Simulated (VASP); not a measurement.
# Zn3Se2S (P6_3mc) in VASP: single point with PBE

Aim: the single point of Zn3Se2S with PBE.

All numbers are computed with VASP 6.6.1; they aren't measurements. Logs are shortened: lines on timing, memory, paths and dates and some standing lists are left out, and cuts for length are marked.

### 1 The cell of the first run

The structure is hexagonal, space group P6_3mc (No. 186). Conventional cell: a = 3.980 Å, b = 3.980 Å, c = 19.609 Å, α = 90.00°, β = 90.00°, γ = 120.00°. Within 3.2 Å of Zn (site symmetry 3m) lie 3 S at 2.41 Å and 1 Se at 2.49 Å. Zn (site symmetry 3m) has 1 S at 2.36 Å and 3 Se at 2.46 Å within 3.1 Å. Zn (site symmetry 3m) has 4 Se at 2.46 to 2.48 Å within 3.2 Å. Within 3.2 Å of Se (site symmetry 3m) lie 4 Zn at 2.46 to 2.49 Å. Within 3.2 Å of Se (site symmetry 3m) lie 4 Zn at 2.46 to 2.48 Å. Within 3.1 Å of S (site symmetry 3m) lie 4 Zn at 2.36 to 2.41 Å.

### 2 Single point, PBE

INCAR

```
PREC = Accurate ; ENCUT = 520
EDIFF = 1E-6 ; ISMEAR = 0
SIGMA = 0.02 ; LREAL = F
LASPH = T ; NELM = 80
ALGO = Normal ; ISIF = 2
LWAVE = F ; LCHARG = F
GGA = PE ; NBANDS = 66
```

KPOINTS

```
regular mesh
0
Gamma
  12 12 2
```

POSCAR

```
Zn3Se2S
1.0
    3.9800154529      0.0000000000      0.0000000000
   -1.9900077265      3.4467944897      0.0000000000
    0.0000000000      0.0000000000     19.6088570126
Zn Se S
6 4 2
Direct
    0.3333333333      0.6666666667      0.9970495553
    0.3333333333      0.6666666667      0.3399968127
    0.3333333333      0.6666666667      0.6685152177
    0.6666666667      0.3333333333      0.1685152177
    0.6666666667      0.3333333333      0.4970495553
    0.6666666667      0.3333333333      0.8399968127
    0.3333333333      0.6666666667      0.1240147035
    0.3333333333      0.6666666667      0.7950321037
    0.6666666667      0.3333333333      0.2950321037
    0.6666666667      0.3333333333      0.6240147035
    0.3333333333      0.6666666667      0.4603915971
    0.6666666667      0.3333333333      0.9603915971
```

Potentials or basis: VASP PAW PBE potentials, release 64 (Zn, Se, S).

Run with:

```sh
cat potpaw_PBE.64/Zn/POTCAR potpaw_PBE.64/Se/POTCAR potpaw_PBE.64/S/POTCAR > POTCAR
mpirun -np 1 vasp_std > vasp.out
```

OUTCAR:

```text
PREC = Accurate
   ENCUT = 520
   EDIFF = 1E-6
   ISMEAR = 0
   LREAL = F
   LASPH = T
   NELM = 80
   ISIF = 2
   GGA = PE

 ion  position               nearest neighbor table
   1  0.333  0.667  0.997-  12 2.41  12 2.41  12 2.41   7 2.49
   2  0.333  0.667  0.340-  11 2.36   9 2.46   9 2.46   9 2.46
   3  0.333  0.667  0.669-  10 2.46  10 2.46  10 2.46   8 2.48
   4  0.667  0.333  0.169-   7 2.46   7 2.46   7 2.46   9 2.48
   5  0.667  0.333  0.497-  11 2.41  11 2.41  11 2.41  10 2.49
   6  0.667  0.333  0.840-  12 2.36   8 2.46   8 2.46   8 2.46
   7  0.333  0.667  0.124-   4 2.46   4 2.46   4 2.46   1 2.49
   8  0.333  0.667  0.795-   6 2.46   6 2.46   6 2.46   3 2.48
   9  0.667  0.333  0.295-   2 2.46   2 2.46   2 2.46   4 2.48
  10  0.667  0.333  0.624-   3 2.46   3 2.46   3 2.46   5 2.49
  11  0.333  0.667  0.460-   2 2.36   5 2.41   5 2.41   5 2.41
  12  0.667  0.333  0.960-   6 2.36   1 2.41   1 2.41   1 2.41

  LATTYP: Found a hexagonal cell.
 ALAT       =     3.9800154529
 C/A-ratio  =     4.9268293665

  Lattice vectors:

 A1 = (   3.9800154529,   0.0000000000,   0.0000000000)
 A2 = (  -1.9900077265,   3.4467944897,   0.0000000000)
 A3 = (   0.0000000000,   0.0000000000,  19.6088570126)

Analysis of symmetry for initial positions (statically):
=====================================================================
 Subroutine PRICEL returns:
 Original cell was already a primitive cell.

 Routine SETGRP: Setting up the symmetry group for a
 hexagonal supercell.

 Subroutine GETGRP returns: Found 12 space group operations
 (whereof  6 operations were pure point group operations)
 out of a pool of 24 trial point group operations.

The static configuration has the point symmetry C_3v.
 The point group associated with its full space group is C_6v.

Analysis of symmetry for dynamics (positions and initial velocities):
=====================================================================
 Subroutine PRICEL returns:
 Original cell was already a primitive cell.

 Routine SETGRP: Setting up the symmetry group for a
 hexagonal supercell.

 Subroutine GETGRP returns: Found 12 space group operations
 (whereof  6 operations were pure point group operations)
 out of a pool of 24 trial point group operations.

The dynamic configuration has the point symmetry C_3v.
[... 128 lines left out ...]
   POTIM  = 0.5000    time-step for ionic-motion
   TEBEG  =    0.0;   TEEND  =   0.0 temperature during run
   PSTRESS=    0.0 pullay stress
   NELECT =     108.0000    total number of electrons
   NUPDOWN=      -1.0000    fix difference up-down
   EMIN   =  10.00;   EMAX   =-10.00  energy-range for DOS
   EFERMI =   0.00;   METHOD = LEGACY
   ISMEAR =     0;   SIGMA  =   0.02  broadening in eV -4-tet -1-fermi 0-gaus
   EFERMI_NEDOS =   21; number of points for ismear=-14 and -15
   IALGO  =     38    algorithm
   IMIX   =      4    mixing-type and parameters
     AMIX     =   0.40;   BMIX     =  1.00
     AMIX_MAG =   1.60;   BMIX_MAG =  1.00
  volume/ion in A,a.u.               =      22.42       151.28
  Fermi-wavevector in a.u.,A,eV,Ry     =   1.207717  2.282255 19.845199  1.458581
  Thomas-Fermi vector in A             =   2.343347
   LORBIT       =      0    0 simple, 1 ext, 2 COOP (PROOUT), +10 PAW based schemes
   GGA     = PE    functional components
   LHFCALC =     F    Hartree Fock is set to
   AEXX    =    0.0000 exact exchange contribution
   IVDW    =     0    specifies the selected vdW correction
   LEPSILON=     F    determine dielectric tensor
   LRPA    =     F    only Hartree local field effects (RPA)
 non-spin polarized calculation
 Gauss-broadening in eV      SIGMA  =   0.02
  energy-cutoff  :      520.00
  volume of cell :      269.00
 maximum number of plane-waves:      7327
 NGX is ok and might be reduce to    30
   NGX = 15   NGY = 15   NGZ = 73

 number of electron     107.9999965 magnetization

 Free energy of the ion-electron system (eV)
  ---------------------------------------------------
  ext. energy  EPLUGINS =         0.00000000
  ---------------------------------------------------
  free energy    TOTEN  =       -37.65733330 eV

  energy without entropy =      -37.65733330  energy(sigma->0) =      -37.65733330

 E-fermi :   1.7837     XC(G=0):  -9.2726

 val. band max:        1.6431002110   @ k =   0.0000   0.0000   0.0000
 cond. band min:       2.9436885564   @ k =   0.0000   0.0000   0.0000
 fundamental gap:      1.3005883454
 Fermi energy:         1.7837353908

 k-point     1 :       0.0000    0.0000    0.0000
  band No.  band energies     occupation
      1     -11.5252      2.00000
      2     -11.3648      2.00000
      3     -11.3370      2.00000
      4     -10.9781      2.00000
      5     -10.9469      2.00000
      6     -10.7430      2.00000
[... 1645 lines left out ...]
     65       7.4605      0.00000
     66       7.4605      0.00000

 [... further k-points ...]

------------------------ aborting loop because EDIFF is reached ----------------------------------------

  FORCE on cell =-STRESS in cart. coord.  units (eV):
  Direction    XX          YY          ZZ          XY          YZ          ZX
  --------------------------------------------------------------------------------------
  -------------------------------------------------------------------------------------
  Total        0.3604796      0.3604796      0.3658324     -0.0000000      0.0000000      0.0000000
  in kB        2.1470336      2.1470336      2.1789154     -0.0000000      0.0000000      0.0000000
  external PRESSURE =       2.1576609 kB  Pullay stress =       0.0000000 kB

 VOLUME and BASIS-vectors are now :
 -----------------------------------------------------------------------------
  energy-cutoff  :      520.00
  volume of cell :      269.00
      direct lattice vectors                 reciprocal lattice vectors
     3.980015453  0.000000000  0.000000000     0.251255306  0.145062318  0.000000000
    -1.990007727  3.446794490  0.000000000     0.000000000  0.290124637  0.000000000
     0.000000000  0.000000000 19.608857013     0.000000000  0.000000000  0.050997363

 POSITION                                       TOTAL-FORCE (eV/Angst)
 -----------------------------------------------------------------------------------
     -0.00000      2.29786     19.55100         0.000000     -0.000000     -0.004465
     -0.00000      2.29786      6.66695        -0.000000     -0.000000      0.000414
     -0.00000      2.29786     13.10882         0.000000     -0.000000      0.001572
      1.99001      1.14893      3.30439        -0.000000     -0.000000      0.001572
      1.99001      1.14893      9.74657        -0.000000      0.000000     -0.004465
      1.99001      1.14893     16.47138        -0.000000      0.000000      0.000414
     -0.00000      2.29786      2.43179         0.000000     -0.000000     -0.003349
     -0.00000      2.29786     15.58967         0.000000     -0.000000     -0.000546
      1.99001      1.14893      5.78524        -0.000000      0.000000     -0.000546
      1.99001      1.14893     12.23622        -0.000000      0.000000     -0.003349
     -0.00000      2.29786      9.02775         0.000000      0.000000      0.006374
      1.99001      1.14893     18.83218        -0.000000     -0.000000      0.006374
 -----------------------------------------------------------------------------------
    total drift:                               -0.000001     -0.000001      0.000421

  FREE ENERGIE OF THE ION-ELECTRON SYSTEM (eV)
  ---------------------------------------------------
  free  energy   TOTEN  =       -37.6573332972 eV

  energy  without entropy=      -37.6573332972  energy(sigma->0) =      -37.65733330
```

OSZICAR:

```text
N       E                     dE             d eps       ncg     rms          rms(c)
DAV:   1     0.916594811077E+03    0.91659E+03   -0.48232E+04  5016   0.189E+03
DAV:   2     0.101743978782E+03   -0.81485E+03   -0.78255E+03  5016   0.451E+02
DAV:   3    -0.316660447527E+02   -0.13341E+03   -0.12974E+03  5544   0.164E+02
DAV:   4    -0.395640415902E+02   -0.78980E+01   -0.78446E+01  5816   0.390E+01
DAV:   5    -0.396920283819E+02   -0.12799E+00   -0.12784E+00  5880   0.490E+00    0.128E+01
DAV:   6    -0.376351439272E+02    0.20569E+01   -0.45566E+00  7072   0.369E+01    0.984E+00
DAV:   7    -0.377150617733E+02   -0.79918E-01   -0.49628E+00  5726   0.749E+00    0.345E+00
DAV:   8    -0.376558598640E+02    0.59202E-01   -0.28956E-01  6414   0.607E+00    0.119E+00
DAV:   9    -0.376569708637E+02   -0.11110E-02   -0.92971E-02  6268   0.303E+00    0.513E-01
DAV:  10    -0.376566334071E+02    0.33746E-03   -0.57257E-03  5976   0.141E+00    0.327E-01
DAV:  11    -0.376568178086E+02   -0.18440E-03   -0.16978E-03  5764   0.232E-01    0.246E-01
DAV:  12    -0.376572407898E+02   -0.42298E-03   -0.52764E-04  6068   0.250E-01    0.508E-02
DAV:  13    -0.376573148992E+02   -0.74109E-04   -0.32343E-04  6114   0.243E-01    0.325E-02
DAV:  14    -0.376573240847E+02   -0.91855E-05   -0.11839E-04  5852   0.108E-01    0.208E-02
DAV:  15    -0.376573326264E+02   -0.85417E-05   -0.25684E-05  5418   0.110E-01    0.175E-02
DAV:  16    -0.376573329347E+02   -0.30825E-06   -0.14790E-05  6098   0.656E-02    0.461E-03
DAV:  17    -0.376573332972E+02   -0.36253E-06   -0.29589E-06  4056   0.142E-02
   1 F= -.37657333E+02 E0= -.37657333E+02  d E =-.263050E-25
```

It took 13 min on 1 thread of Oxide Virtual Turin-like, shared host; peak memory 0.66 GiB.

What came out:

| Quantity | Value |
| --- | --- |
| Free energy | -37.6573 eV |
| Pressure | 0.2 GPa |
| Largest force | 0.006 eV/Å |
| Band gap on the k mesh | 1.30 eV |

Forces in eV/Å, atoms in the order of the input:
```
Zn   0.000  0.000 -0.004
Zn   0.000  0.000  0.000
Zn   0.000  0.000  0.002
Zn   0.000  0.000  0.002
Zn   0.000  0.000 -0.004
Zn   0.000  0.000  0.000
Se   0.000  0.000 -0.003
Se   0.000  0.000 -0.001
Se   0.000  0.000 -0.001
Se   0.000  0.000 -0.003
S    0.000  0.000  0.006
S    0.000  0.000  0.006
```

Levels at points of the mesh, in eV from the valence-band top:
| k point | band 51 | band 52 | band 53 | band 54 | band 55 | band 56 | band 57 | band 58 |
| --- | --- | --- | --- | --- | --- | --- | --- | --- |
| (0.00, 0.00, 0.00) | -0.10 | -0.10 | 0.00 | 0.00 | 1.30 | 2.25 | 2.52 | 2.72 |
| (0.50, 0.00, 0.00) | -1.41 | -1.31 | -1.12 | -0.89 | 2.73 | 2.77 | 3.17 | 3.19 |
| (0.00, 0.00, 0.50) | -0.04 | -0.04 | -0.04 | -0.04 | 1.87 | 1.87 | 2.47 | 2.47 |
| (0.50, 0.00, 0.50) | -1.53 | -1.53 | -0.98 | -0.98 | 2.95 | 2.95 | 3.10 | 3.10 |

A k mesh can miss the band edges.
